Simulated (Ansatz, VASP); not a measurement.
## HfC5: VASP beside Ansatz

File INCAR:

```
SYSTEM = HfC5
ALGO = Normal ; EDIFF = 1E-6
ENCUT = 520 ; GGA = PE
ISIF = 2 ; ISMEAR = 0
LASPH = .TRUE. ; LCHARG = .FALSE.
LREAL = .FALSE. ; LWAVE = .FALSE.
NBANDS = 24 ; NELM = 100
PREC = Accurate ; SIGMA = 0.1
```

The input KPOINTS:

```
k-points
0
G
  6 6 2
  0 0 0
```

The input POSCAR:

```
HfC5
1.0
    3.0063456200      0.0000000000      0.0000000000
   -1.5031728100      2.6035716800      0.0000000000
    0.0000000000      0.0000000000     14.2595970600
Hf C
1 5
Direct
    0.0000000000      0.0000000000      0.0000000000
    0.6666666700      0.3333333300      0.8533704300
    0.0000000000      0.0000000000      0.6760535800
    0.6666666700      0.3333333300      0.5000000000
    0.0000000000      0.0000000000      0.3239464200
    0.6666666700      0.3333333300      0.1466295700
```

Input for Ansatz:

```yaml
crystal:
  lattice:
    - [3.00634562, 0.0, 0.0]
    - [-1.50317281, 2.60357168, 0.0]
    - [0.0, 0.0, 14.25959706]
  atoms:
    - { symbol: Hf, position: [0.0, 0.0, 0.0] }
    - { symbol: C, position: [0.66666667, 0.33333333, 0.85337043] }
    - { symbol: C, position: [0.0, 0.0, 0.67605358] }
    - { symbol: C, position: [0.66666667, 0.33333333, 0.5] }
    - { symbol: C, position: [0.0, 0.0, 0.32394642] }
    - { symbol: C, position: [0.66666667, 0.33333333, 0.14662957] }
basis:
  ecutwfc: 420
kpoints:
  mp_grid: { grid: [6, 6, 2] }
hamiltonian:
  xc: pbe
scf:
  occupations: { method: gaussian, width: 0.1 }
  lower_state_search: "off"
output:
  forces: true
  stress: true
  eigenvalues: true
```

Change from the starting cell: species swapped into the Ca5Mg type (P-6m2, No. 187).

Alike in both runs: task single point; functional PBE; k mesh 6 × 6 × 2; occupations gaussian, width 0.1 eV; no spin polarisation.

|  | VASP | Ansatz |
| --- | --- | --- |
| version | VASP 6.6.1 | Ansatz 0.2.0 |
| potentials or method | VASP PAW PBE potentials, release 64 (Hf_pv, C), cutoff 520 eV | scalar-relativistic, plane waves, PAW |
| valence electrons in the cell | 30 | 46 |

```tsv
	VASP	Ansatz	Ansatz less VASP
gap on the k mesh at the Fermi level (eV)	none	none	-
pressure (GPa)	-19.6	-19.4	+0.24
traceless stress, the component that is largest in VASP (GPa)	-7.70	-7.77	-0.066
rms of the force components (eV/Å)	0.583	0.575	-0.0082
```

Atom by atom the forces differ by 0.008 eV/Å (rms over components). A gap of «none» marks a metal or a gap that the smearing closes. VASP's potentials hold 30 valence electrons a cell and Ansatz's 46, so a difference there can come from the potentials and not from the codes.

The k mesh is coarse, so the values compare programs but aren't converged. Spin-orbit coupling is off throughout.
